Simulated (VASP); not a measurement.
Al3BP4:

```xyz
8
Lattice="5.1263 0.0000 0.0000 0.0000 5.1263 0.0000 0.0000 0.0000 5.1263" Properties=species:S:1:pos:R:3 pbc="T T T"
Al    2.5631    0.0000    2.5631
Al    2.5631    2.5631    0.0000
Al    0.0000    2.5631    2.5631
B     0.0000    0.0000    0.0000
P     1.2816    3.8447    3.8447
P     1.2816    1.2816    1.2816
P     3.8447    3.8447    1.2816
P     3.8447    1.2816    3.8447
```

```yaml
Program: VASP 6.6.1
Task: relaxation of cell and atoms
Functional: PBE
Potentials_or_basis: VASP PAW PBE potentials, release 64 (Al, B, P)
Cutoff: 600 eV
k_mesh: 4 × 4 × 4
Occupations: gaussian, width 0.1 eV
Spin: no spin polarisation
```

At the start: pressure 14.2 GPa; volume 16.84 Å³/atom.

Where does the relaxation end?

Over 6 steps the energy falls by 235.7 meV/atom and the volume is 18.41 Å³/atom (+9.3 %); space group P-43m (No. 215, to 0.1 Å) before and after.

The path:
| step | energy change (eV) | largest force (eV/Å) | pressure (GPa) | volume (Å³) |
| --- | --- | --- | --- | --- |
| 1 | 0.0000 | 3.2110 | 14.17 | 134.71 |
| 2 | -1.2285 | 0.5403 | -8.72 | 165.89 |
| 3 | -1.4789 | 1.2044 | -3.99 | 155.68 |
| 4 | -1.8376 | 0.4470 | -1.74 | 149.95 |
| 5 | -1.8858 | 0.0584 | -0.24 | 147.12 |
| 6 | -1.8858 | 0.0259 | -0.33 | 147.29 |

Final structure:
```
Al B P
1.0
     5.28108    0.00000    0.00000
     0.00000    5.28108    0.00000
     0.00000    0.00000    5.28108
Al B P
3 1 4
Direct
  0.50000 0.00000 0.50000
  0.50000 0.50000 0.00000
  0.00000 0.50000 0.50000
  0.00000 0.00000 0.00000
  0.22576 0.77424 0.77424
  0.22576 0.22576 0.22576
  0.77424 0.77424 0.22576
  0.77424 0.22576 0.77424
```
